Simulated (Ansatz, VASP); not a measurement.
## BN: VASP beside Ansatz

File INCAR:

```
SYSTEM = BN
ALGO = Normal
EDIFF = 1E-6
ENCUT = 520
GGA = PE
ISIF = 2
ISMEAR = 1
IVDW = 12
LASPH = .True.
LCHARG = .True.
LELF = .True.
LREAL = .False.
LVHAR = .True.
LWAVE = .False.
NBANDS = 16
NELM = 60
PREC = Accurate
SIGMA = 0.05
```

File KPOINTS:

```
k-points
0
Gamma
  12 12 4
  0 0 0
```

The input POSCAR:

```
BN
1.0
    2.5061127838      0.0000000000      0.0000000000
   -1.2530563919      2.1703573356      0.0000000000
    0.0000000000      0.0000000000      6.5923998870
B N
2 2
Direct
   -0.1728768184      0.0000000000      0.5000000000
    0.5065098970      0.6666666667      0.0000000000
    0.1723419976      0.0000000000      0.0000000000
    0.4940933386      0.3333333333      0.5000000000
```

Input for Ansatz:

```yaml
crystal:
  lattice:
    - [2.5061127838, 0.0, 0.0]
    - [-1.2530563919, 2.1703573356, 0.0]
    - [0.0, 0.0, 6.592399887]
  atoms:
    - { symbol: B, position: [-0.1728768184, 0.0, 0.5] }
    - { symbol: B, position: [0.506509897, 0.6666666667, 0.0] }
    - { symbol: "N", position: [0.1723419976, 0.0, 0.0] }
    - { symbol: "N", position: [0.4940933386, 0.3333333333, 0.5] }
basis:
  ecutwfc: 520.0
kpoints:
  mp_grid: { grid: [12, 12, 4] }
hamiltonian:
  xc: pbe
  dispersion: d3bj
scf:
  occupations: { method: methfessel_paxton, width: 0.05 }
output:
  forces: true
  stress: true
  eigenvalues: true
```

Change from the starting cell: mode 4 frozen in at -0.434 Å and mode 10 at +0.000 Å (largest displacements).

Alike in both runs: task single point; functional PBE; dispersion D3(BJ); k mesh 12 × 12 × 4; occupations methfessel-paxton of order 1, width 0.05 eV; no spin polarisation.

|  | VASP | Ansatz |
| --- | --- | --- |
| version | VASP 6.6.1 | Ansatz 0.2.0 |
| potentials or method | VASP PAW PBE potentials, release 64 (B, N), cutoff 520 eV | scalar-relativistic, plane waves, PAW |
| valence electrons in the cell | 16 | 16 |

Ansatz gave:

- gap on the k mesh at the Fermi level (eV): 3.41
- least direct gap on the mesh (eV): 3.75
- pressure (GPa): 0.2
- traceless stress, the component that is largest in VASP (GPa): 0.97
- rms of the force components (eV/Å): 0.040

Which values does VASP return?

gap on the k mesh at the Fermi level (eV): 3.40; least direct gap on the mesh (eV): 3.75; pressure (GPa): 0.3; traceless stress, the component that is largest in VASP (GPa): 0.78; rms of the force components (eV/Å): 0.040.

Atom by atom the forces differ by 0.000 eV/Å (rms over components).
